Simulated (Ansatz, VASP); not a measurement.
**One calculation of H6C2S, two programs**

```xyz
9
Lattice="15.4196 0.0000 0.0000 0.0000 14.5000 0.0000 0.0000 0.0000 15.0000" Properties=species:S:1:pos:R:3 pbc="T T T"
C     9.0103    7.8628    7.7113
C     6.3692    7.2011    7.2729
S     7.7288    8.0668    6.4496
H     9.2298    6.8010    7.8849
H     9.9145    8.3539    7.3332
H     8.7162    8.3399    8.6555
H     6.6211    6.1475    7.4519
H     5.5042    7.2489    6.6012
H     6.1079    7.6865    8.2225
```

Alike in both runs: functional PBE; dispersion D3(BJ); k mesh 1 × 1 × 1; occupations gaussian, width 0.005 eV; no spin polarisation.

Ansatz relaxed the structure, and its values are those at the end. VASP's run is a single point on that final structure, the one shown.

|  | VASP | Ansatz |
| --- | --- | --- |
| version | VASP 6.6.1 | Ansatz 0.2.0 |
| potentials or method | VASP PAW PBE potentials, release 64 (C_h, S, H_h), cutoff 1000 eV | scalar-relativistic, plane waves, PAW |
| valence electrons in the cell | 20 | 20 |

```tsv
	VASP	Ansatz	Ansatz less VASP
gap on the k mesh at the Fermi level (eV)	4.47	4.45	-0.021
rms of the force components (eV/Å)	0.028	0.001	-0.0269
```
